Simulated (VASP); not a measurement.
# ErH4 (Pm-3m) in VASP: notebook, part 3 of 3

VASP 6.6.1.

### 6 Relaxation of cell and atoms, PBE

This run uses another cell than the first one, of 13.55 Å³/atom.

Contents of INCAR:

```
SYSTEM = ErH4
  PREC = Accurate
  ENCUT = 500
  EDIFF = 1E-7
  ISMEAR = 0
  SIGMA = 0.1
  LREAL = .False.
  LASPH = .True.
  NELM = 200
  ALGO = Normal
  ISIF = 3
  LWAVE = .False.
  LCHARG = .False.
  GGA = PE
  IBRION = 2
  NSW = 100
  EDIFFG = -0.01
  GGA_COMPAT = .False.
  NELMIN = 4
  LMAXMIX = 6
```

Contents of KPOINTS:

```
Automatic mesh
0
Gamma
  10 10 10
  0 0 0
```

Contents of POSCAR:

```
ErH4
1.0
    4.0769457016      0.0000000000      0.0000000000
    0.0000000000      4.0769457016      0.0000000000
    0.0000000000      0.0000000000      4.0769457016
Er H
1 4
Direct
    0.0000000000      0.0000000000      0.0000000000
    0.5000000000      0.0000000000      0.0000000000
    0.0000000000      0.5000000000      0.0000000000
    0.0000000000      0.0000000000      0.5000000000
    0.5000000000      0.5000000000      0.5000000000
```

Potentials or basis: VASP PAW PBE potentials, release 64 (Er_3, H), 4f in core.

Launch:

```sh
$ cat potpaw_PBE.64/Er_3/POTCAR potpaw_PBE.64/H/POTCAR > POTCAR
$ mpirun -np 1 vasp_std > vasp.out
```

OUTCAR:

```text
SYSTEM = ErH4
   PREC = Accurate
   ENCUT = 500
   EDIFF = 1E-7
   ISMEAR = 0
   LREAL = .False.
   LASPH = .True.
   NELM = 200
   ISIF = 3
   GGA = PE
   IBRION = 2
   NSW = 100
   EDIFFG = -0.01
   NELMIN = 4

 ion  position               nearest neighbor table
   1  0.000  0.000  0.000-   2 2.04   3 2.04   4 2.04   4 2.04   3 2.04   2 2.04
   2  0.500  0.000  0.000-   1 2.04   1 2.04
   3  0.000  0.500  0.000-   1 2.04   1 2.04
   4  0.000  0.000  0.500-   1 2.04   1 2.04
   5  0.500  0.500  0.500-

  LATTYP: Found a simple cubic cell.
 ALAT       =     4.0769457016

  Lattice vectors:

 A1 = (   4.0769457016,   0.0000000000,   0.0000000000)
 A2 = (   0.0000000000,   4.0769457016,   0.0000000000)
 A3 = (   0.0000000000,   0.0000000000,   4.0769457016)

Analysis of symmetry for initial positions (statically):
=====================================================================
 Subroutine PRICEL returns:
 Original cell was already a primitive cell.

 Routine SETGRP: Setting up the symmetry group for a
 simple cubic supercell.

 Subroutine GETGRP returns: Found 48 space group operations
 (whereof 48 operations were pure point group operations)
 out of a pool of 48 trial point group operations.

The static configuration has the point symmetry O_h .

Analysis of symmetry for dynamics (positions and initial velocities):
=====================================================================
 Subroutine PRICEL returns:
 Original cell was already a primitive cell.

 Routine SETGRP: Setting up the symmetry group for a
 simple cubic supercell.

 Subroutine GETGRP returns: Found 48 space group operations
 (whereof 48 operations were pure point group operations)
 out of a pool of 48 trial point group operations.

The dynamic configuration has the point symmetry O_h .

 Subroutine INISYM returns: Found 48 space group operations
 (whereof 48 operations are pure point group operations),
 and found     1 'primitive' translations
[... 132 lines left out ...]
 conjugate gradient relaxation of ions
 non-spin polarized calculation
 Gauss-broadening in eV      SIGMA  =   0.10
  energy-cutoff  :      500.00
  volume of cell :       67.76
 maximum number of plane-waves:      1751
 NGX is ok and might be reduce to    30
   NGX = 15   NGY = 15   NGZ = 15

 number of electron      12.9999997 magnetization

 Free energy of the ion-electron system (eV)
  ---------------------------------------------------
  ext. energy  EPLUGINS =         0.00000000
  ---------------------------------------------------
  free energy    TOTEN  =       -16.37690519 eV

  energy without entropy =      -16.36884798  energy(sigma->0) =      -16.37287659

 E-fermi :  -1.4866     XC(G=0):  -7.9340

 val. band max:       -1.4936990938   @ k =   0.5000   0.3000   0.2000
 cond. band min:      -1.4821346929   @ k =   0.5000   0.3000   0.0000
 fundamental gap:      0.0115644009
 Fermi energy:        -1.4866418580

 k-point     1 :       0.0000    0.0000    0.0000
  band No.  band energies     occupation
      1     -24.9406      2.00000
      2     -24.9406      2.00000
      3     -24.9406      2.00000
      4      -6.6486      2.00000
      5      -4.1634      2.00000
      6      -4.1634      2.00000
      7      -0.7038      0.00000
      8       3.9538      0.00000
      9       3.9538      0.00000
     10       3.9538      0.00000
[... 287 lines left out ...]
 k-point    24 :       0.3000    0.1000    0.1000
  band No.  band energies     occupation
      1     -25.0188      2.00000
      2     -24.9483      2.00000
      3     -24.9480      2.00000
      4      -5.7166      2.00000
      5      -3.9443      2.00000
      6      -3.6297      2.00000
      7      -1.1794      0.00001
      8       2.6911      0.00000
      9       3.0299      0.00000
     10       3.6499      0.00000

 [... further k-points ...]

------------------------ aborting loop because EDIFF is reached ----------------------------------------

  FORCE on cell =-STRESS in cart. coord.  units (eV):
  Direction    XX          YY          ZZ          XY          YZ          ZX
  --------------------------------------------------------------------------------------
  -------------------------------------------------------------------------------------
  Total        0.0287419      0.0287419      0.0287419     -0.0000000      0.0000000     -0.0000000
  in kB        0.6795507      0.6795507      0.6795507     -0.0000000      0.0000000     -0.0000000
  external PRESSURE =       0.6795507 kB  Pullay stress =       0.0000000 kB

 VOLUME and BASIS-vectors are now :
 -----------------------------------------------------------------------------
  energy-cutoff  :      500.00
  volume of cell :       67.76
      direct lattice vectors                 reciprocal lattice vectors
     4.076945702  0.000000000  0.000000000     0.245281658  0.000000000  0.000000000
     0.000000000  4.076945702  0.000000000     0.000000000  0.245281658  0.000000000
     0.000000000  0.000000000  4.076945702     0.000000000  0.000000000  0.245281658

 POSITION                                       TOTAL-FORCE (eV/Angst)
 -----------------------------------------------------------------------------------
      0.00000      0.00000      0.00000         0.000000      0.000000      0.000000
      2.03847      0.00000      0.00000         0.000000      0.000000      0.000000
      0.00000      2.03847      0.00000         0.000000      0.000000      0.000000
      0.00000      0.00000      2.03847         0.000000      0.000000      0.000000
      2.03847      2.03847      2.03847         0.000000      0.000000      0.000000
 -----------------------------------------------------------------------------------
    total drift:                               -0.000000     -0.000000      0.000000

  FREE ENERGIE OF THE ION-ELECTRON SYSTEM (eV)
  ---------------------------------------------------
  free  energy   TOTEN  =       -16.3769051920 eV

  energy  without entropy=      -16.3688479824  energy(sigma->0) =      -16.37287659

 reached required accuracy - stopping structural energy minimisation
```

OSZICAR:

```text
N       E                     dE             d eps       ncg     rms          rms(c)
DAV:   1     0.187595140417E+02    0.18760E+02   -0.58858E+03  1682   0.106E+03
DAV:   2    -0.153074409763E+02   -0.34067E+02   -0.32055E+02  1806   0.285E+02
DAV:   3    -0.176292914032E+02   -0.23219E+01   -0.22434E+01  1906   0.591E+01
DAV:   4    -0.176624800783E+02   -0.33189E-01   -0.32901E-01  2046   0.456E+00
DAV:   5    -0.176626982704E+02   -0.21819E-03   -0.21713E-03  2058   0.273E-01    0.290E+01
DAV:   6    -0.165572041533E+02    0.11055E+01   -0.17911E+00  1802   0.103E+01    0.171E+01
DAV:   7    -0.163989819516E+02    0.15822E+00   -0.15996E+00  1796   0.111E+01    0.257E+00
DAV:   8    -0.163959612465E+02    0.30207E-02   -0.54491E-01  1784   0.350E+00    0.140E+00
DAV:   9    -0.163913685239E+02    0.45927E-02   -0.14299E-02  1422   0.787E-01    0.119E+00
DAV:  10    -0.163784768391E+02    0.12892E-01   -0.11861E-01  1882   0.124E+00    0.293E-01
DAV:  11    -0.163770259324E+02    0.14509E-02   -0.64892E-03  1490   0.643E-01    0.134E-01
DAV:  12    -0.163769180033E+02    0.10793E-03   -0.10040E-03  1924   0.302E-01    0.572E-02
DAV:  13    -0.163769121102E+02    0.58931E-05   -0.40491E-04  1782   0.107E-01    0.349E-02
DAV:  14    -0.163769048351E+02    0.72751E-05   -0.79705E-05  1682   0.412E-02    0.112E-02
DAV:  15    -0.163769054040E+02   -0.56886E-06   -0.28674E-06  1372   0.107E-02    0.724E-03
DAV:  16    -0.163769051774E+02    0.22652E-06   -0.15078E-06  1766   0.602E-03    0.110E-03
DAV:  17    -0.163769051920E+02   -0.14537E-07   -0.69844E-08   850   0.204E-03
   1 F= -.16376905E+02 E0= -.16372877E+02  d E =-.163769E+02
```

CONTCAR:

```text
ErH4
   1.00000000000000
     4.0769457015999997    0.0000000000000000    0.0000000000000000
     0.0000000000000000    4.0769457015999997    0.0000000000000000
     0.0000000000000000    0.0000000000000000    4.0769457015999997
  Er              H
     1     4
Direct
     0.0000000000000000    0.0000000000000000    0.0000000000000000
     0.5000000000000000    0.0000000000000000    0.0000000000000000
     0.0000000000000000    0.5000000000000000    0.0000000000000000
     0.0000000000000000    0.0000000000000000    0.5000000000000000
     0.5000000000000000    0.5000000000000000    0.5000000000000000

  0.00000000E+00  0.00000000E+00  0.00000000E+00
  0.00000000E+00  0.00000000E+00  0.00000000E+00
  0.00000000E+00  0.00000000E+00  0.00000000E+00
  0.00000000E+00  0.00000000E+00  0.00000000E+00
  0.00000000E+00  0.00000000E+00  0.00000000E+00
```

Wall time 22 s (1 thread of AMD EPYC 9R45 (Zen 5), shared host); peak memory 0.16 GiB.

What came out:

```
Free energy             : -16.3769 eV
Pressure after relaxing : 0.1 GPa
Band gap on the k mesh  : zero (an odd number of electrons rules out a gap without spin polarisation)
```

Final structure:
```
CELL_PARAMETERS angstrom
4.07695 0.00000 0.00000
0.00000 4.07695 0.00000
0.00000 0.00000 4.07695
ATOMIC_POSITIONS crystal
Er 0.00000 0.00000 0.00000
H 0.50000 0.00000 0.00000
H 0.00000 0.50000 0.00000
H 0.00000 0.00000 0.50000
H 0.50000 0.50000 0.50000
```

Caveat: the relaxation stopped at its first step, so nothing moved; spin-orbit coupling is left out, which moves the levels of the heavy elements; the 4f electrons are frozen in the core, so they carry no moment and show no levels.

### 7 Summary

| task | cell | k mesh | gap on the mesh (eV) | pressure (GPa) |
| --- | --- | --- | --- | --- |
| single point | a = 3.916 Å, 5 atoms | 4 × 4 × 4 | none | 6.0 |
| single point | a = 4.077 Å, 5 atoms | 4 × 4 × 4 | none | 0.1 |
| relaxation of cell and atoms | relaxed from a = 3.916 Å, 5 atoms | 4 × 4 × 4 | none | 0.0 |
| single point | a = 4.071 Å, 5 atoms | 10 × 10 × 10 | none | 0.2 |
| relaxation of cell and atoms | relaxed from a = 4.077 Å, 5 atoms | 10 × 10 × 10 | none | 0.1 |

Alike in all rows: level PBE; potentials or basis VASP PAW PBE potentials, release 64 (Er_3, H), 4f in core; no spin polarisation; cutoff (eV) 500; smearing gaussian 0.1 eV.

Caveats: some runs use coarse meshes; spin-orbit coupling is left out, which moves the levels of the heavy elements; the 4f electrons are frozen in the core, so they carry no moment and show no levels; the relaxation stopped at its first step, so nothing moved (at least some runs).

Total energies depend on the potentials used, so only differences within one code and one set of settings carry meaning.
